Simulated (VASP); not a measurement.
# PbF2 in VASP: a series of runs, part 2 of 2

VASP 6.6.1.

### Step 3. Single point, PBE (strained and its atoms moved)

The input, INCAR:

```
PREC     = Accurate       # precision mode
ENCUT    = 520            # plane-wave cutoff, eV
EDIFF    = 1E-6           # SCF threshold, eV
ISMEAR   = 0              # smearing method
SIGMA    = 0.02           # smearing width, eV
LREAL    = F              # projectors in reciprocal space
LASPH    = T              # aspherical terms in the spheres
NELM     = 80             # most SCF steps
ALGO     = Normal         # electronic algorithm
ISIF     = 2              # what is computed and relaxed
LWAVE    = F              # write WAVECAR
LCHARG   = T              # write CHGCAR
GGA      = PE             # functional
LELF     = T              # ELF
LVHAR    = T            
NBANDS   = 21             # bands
```

The input, KPOINTS:

```
Automatic mesh
0
Gamma
  8 8 8
```

The input, POSCAR:

```
PbF2
1.0
   -0.0621886590      3.1139471220      3.0974347560
    3.0895943520     -0.0492995100      3.0845456070
    3.0329890110      3.0444526320      0.0073058310
Pb F
1 2
Direct
    0.0019697965      0.0147515868     -0.0080273414
    0.2621420274      0.2300865364      0.2561114198
    0.7358915433      0.7551618769      0.7519125545
```

Potentials or basis: VASP PAW PBE potentials, release 64 (Pb_d, F).

Run with:

```bash
cat potpaw_PBE.64/Pb_d/POTCAR potpaw_PBE.64/F/POTCAR > POTCAR
mpirun -np 1 vasp_std > vasp.out
```

OUTCAR:

```text
PREC = Accurate
   ENCUT = 520
   EDIFF = 1E-6
   ISMEAR = 0
   LREAL = F
   LASPH = T
   NELM = 80
   ISIF = 2
   GGA = PE

 ion  position               nearest neighbor table
   1  0.002  0.015  0.992-   2 2.59   2 2.62   3 2.67   3 2.68   3 2.68   2 2.69   3 2.71   2 2.83

   2  0.262  0.230  0.256-   1 2.59   1 2.62   1 2.69   1 2.83
   3  0.736  0.755  0.752-   1 2.67   1 2.68   1 2.68   1 2.71

  LATTYP: Found a triclinic cell.
 ALAT       =     4.2974140532
 B/A-ratio  =     1.0159728575
 C/A-ratio  =     1.0178739385
 COS(alpha) =     0.0018130528
 COS(beta)  =     0.4869432779
 COS(gamma) =     0.4926330408

  Lattice vectors:

 A1 = (   3.0329890110,   3.0444526320,   0.0073058310)
 A2 = (   3.0895943520,  -0.0492995100,   3.0845456070)
 A3 = (   3.0951776700,  -0.0694944900,  -3.0901289250)

Analysis of symmetry for initial positions (statically):
=====================================================================
 Subroutine PRICEL returns:
 Original cell was already a primitive cell.

 Routine SETGRP: Setting up the symmetry group for a
[... 167 lines left out ...]
  free energy    TOTEN  =       -14.25265229 eV

  energy without entropy =      -14.25265229  energy(sigma->0) =      -14.25265229

 E-fermi :   0.7576     XC(G=0):  -8.7782

 val. band max:        0.5712562889   @ k =   0.5000  -0.0000   0.0000
 cond. band min:       4.8198430095   @ k =   0.5000   0.5000  -0.0000
 fundamental gap:      4.2485867205
 Fermi energy:         0.7575748262

 k-point     1 :       0.0000    0.0000    0.0000
  band No.  band energies     occupation
      1     -19.7289      2.00000
      2     -19.2987      2.00000
      3     -13.9509      2.00000
      4     -13.9423      2.00000
      5     -13.9346      2.00000
      6     -13.9216      2.00000
[... 565 lines left out ...]
     20      15.8340      0.00000
     21      16.3342      0.00000

 [... further k-points ...]

------------------------ aborting loop because EDIFF is reached ----------------------------------------

  FORCE on cell =-STRESS in cart. coord.  units (eV):
  Direction    XX          YY          ZZ          XY          YZ          ZX
  --------------------------------------------------------------------------------------
  -------------------------------------------------------------------------------------
  Total       -1.8111003     -1.8727704     -1.7732675      0.2051906     -0.0503762     -0.0020857
  in kB      -48.9789240    -50.6467140    -47.9557833      5.5491213     -1.3623610     -0.0564059
  external PRESSURE =     -49.1938071 kB  Pullay stress =       0.0000000 kB

 VOLUME and BASIS-vectors are now :
 -----------------------------------------------------------------------------
  energy-cutoff  :      520.00
  volume of cell :       59.24
      direct lattice vectors                 reciprocal lattice vectors
    -0.062188659  3.113947122  3.097434756    -0.158516042  0.157532105  0.161293294
     3.089594352 -0.049299510  3.084545607     0.158788310 -0.158580635  0.162614093
     3.032989011  3.044452632  0.007305831     0.164705718  0.164770311 -0.162341824

 POSITION                                       TOTAL-FORCE (eV/Angst)
 -----------------------------------------------------------------------------------
      3.05410      3.02542      0.05885         0.009496     -0.005461     -0.001155
      1.47135      1.58467      1.52355         0.078397     -0.126236      0.005050
      4.56792      4.54346      4.61420        -0.087892      0.131696     -0.003895
 -----------------------------------------------------------------------------------
    total drift:                                0.000091      0.000451      0.000250

  FREE ENERGIE OF THE ION-ELECTRON SYSTEM (eV)
  ---------------------------------------------------
  free  energy   TOTEN  =       -14.2526522891 eV

  energy  without entropy=      -14.2526522891  energy(sigma->0) =      -14.25265229
```

OSZICAR:

```text
N       E                     dE             d eps       ncg     rms          rms(c)
DAV:   1     0.298490844496E+03    0.29849E+03   -0.14439E+04 10984   0.147E+03
DAV:   2     0.123250505595E+02   -0.28617E+03   -0.26852E+03 11747   0.416E+02
DAV:   3    -0.156364512288E+02   -0.27962E+02   -0.27595E+02 12940   0.139E+02
DAV:   4    -0.164627762373E+02   -0.82633E+00   -0.82566E+00 12619   0.256E+01
DAV:   5    -0.164912398672E+02   -0.28464E-01   -0.28461E-01 13860   0.491E+00    0.829E+00
DAV:   6    -0.142923129391E+02    0.21989E+01   -0.10099E+01 14759   0.233E+01    0.302E+00
DAV:   7    -0.142690383591E+02    0.23275E-01   -0.56309E-01 11443   0.429E+00    0.168E+00
DAV:   8    -0.142541774076E+02    0.14861E-01   -0.13172E-01 11945   0.362E+00    0.538E-01
DAV:   9    -0.142514411509E+02    0.27363E-02   -0.22853E-02 13006   0.969E-01    0.124E-01
DAV:  10    -0.142526945278E+02   -0.12534E-02   -0.24437E-03 11160   0.524E-01    0.421E-02
DAV:  11    -0.142526475270E+02    0.47001E-04   -0.20761E-04 13020   0.144E-01    0.224E-02
DAV:  12    -0.142526511645E+02   -0.36375E-05   -0.95739E-05 12610   0.965E-02    0.911E-03
DAV:  13    -0.142526524848E+02   -0.13204E-05   -0.18444E-05 11977   0.415E-02    0.391E-03
DAV:  14    -0.142526522891E+02    0.19578E-06   -0.17611E-06 10774   0.115E-02
   1 F= -.14252652E+02 E0= -.14252652E+02  d E =-.449045E-42
```

stdout:

```text
POSCAR found type information on POSCAR PbF
 POSCAR found :  2 types and       3 ions
 scaLAPACK will be used
 LDA part: xc-table for (Slater+PW92), standard interpolation
 POSCAR, INCAR and KPOINTS ok, starting setup
 FFT: planning ... GRIDC
 FFT: planning ... GRID_SOFT
 FFT: planning ... GRID
 WAVECAR not read
 entering main loop
```

Wall time 2.9 min (1 thread of Intel Xeon Platinum 8488C (Sapphire Rapids), shared host); peak memory 0.4 GiB.

What came out:

* Free energy: -14.2527 eV
* Pressure: -4.9 GPa
* Largest force: 0.158 eV/Å
* Band gap on the k mesh: 4.25 eV (least direct gap 4.50 eV)

Forces on the atoms (eV/Å):
```
Pb   0.009 -0.005 -0.001
F    0.078 -0.126  0.005
F   -0.088  0.132 -0.004
```

Levels at points of the mesh, in eV from the valence-band top:
```csv
k point,band 12,band 13,band 14,band 15,band 16,band 17
"(0.00, 0.00, 0.00)",-1.43,-1.41,-1.29,6.23,6.48,6.69
"(0.50, 0.00, 0.00)",-1.51,-1.46,0.00,4.84,6.92,7.38
"(0.00, 0.50, 0.00)",-1.61,-1.57,-0.19,4.70,7.12,7.24
"(0.50, 0.50, 0.00)",-1.06,-1.01,-0.25,4.25,7.10,7.47
"(0.00, 0.00, 0.50)",-1.58,-1.49,-0.03,4.98,6.85,7.25
"(0.50, 0.00, 0.50)",-1.06,-0.99,-0.23,4.27,7.16,7.39
"(0.00, 0.50, 0.50)",-1.05,-0.99,-0.24,4.26,7.22,7.33
"(0.50, 0.50, 0.50)",-1.60,-1.50,-0.07,4.91,6.84,7.31
```

Caveat: the cell differs from its parent crystal (strained and its atoms moved); the cell stands under tension; spin-orbit coupling is left out, which moves the levels of the heavy elements.
